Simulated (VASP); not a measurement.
A run of VASP 6.6.1:

File POSCAR:

```
TePb
1.0
    0.0000000000      3.2310000000      3.2310000000
    3.2310000000      0.0000000000      3.2310000000
    3.2310000000      3.2310000000      0.0000000000
Te Pb
1 1
Direct
    0.5000000000      0.5000000000      0.5000000000
    0.0000000000      0.0000000000      0.0000000000
```

The input INCAR.step1:

```
PREC = Accurate
ENCUT = 520
ISMEAR = 0
SIGMA = 0.05
LREAL = F
LASPH = T
NELM = 60
NBANDS = 17
GGA = PE
ALGO = Normal
EDIFF = 1E-4
LWAVE = T
LCHARG = F
```

INCAR.step2

```
PREC = Accurate
ENCUT = 520
EDIFF = 1E-6
ISMEAR = 0
SIGMA = 0.05
LREAL = F
LASPH = T
NELM = 60
ALGO = Normal
ISIF = 2
LWAVE = F
LCHARG = F
METAGGA = R2SCAN
LMIXTAU = T
NBANDS = 17
ISTART = 1
```

File KPOINTS:

```
regular mesh
0
Gamma
  8 8 8
```

Potentials or basis: VASP PAW PBE potentials, release 64 (Te, Pb_d).

The run is started by

```console
$ cat potpaw_PBE.64/Te/POTCAR potpaw_PBE.64/Pb_d/POTCAR > POTCAR
$ cp INCAR.step1 INCAR
$ mpirun -np 1 vasp_std > vasp.out
$ cp INCAR.step2 INCAR
$ mpirun -np 1 vasp_std > vasp.out
```

Hardware: 1 thread of AMD EPYC 9R45 96-Core Processor (Zen 5), on a shared host.

Question: Estimate the wall time of this run.

Answer: Run time: 96 s on 1 thread of AMD EPYC 9R45 96-Core Processor (Zen 5), with other jobs on the host, peak memory 0.2 GiB. Counts: k points 29.
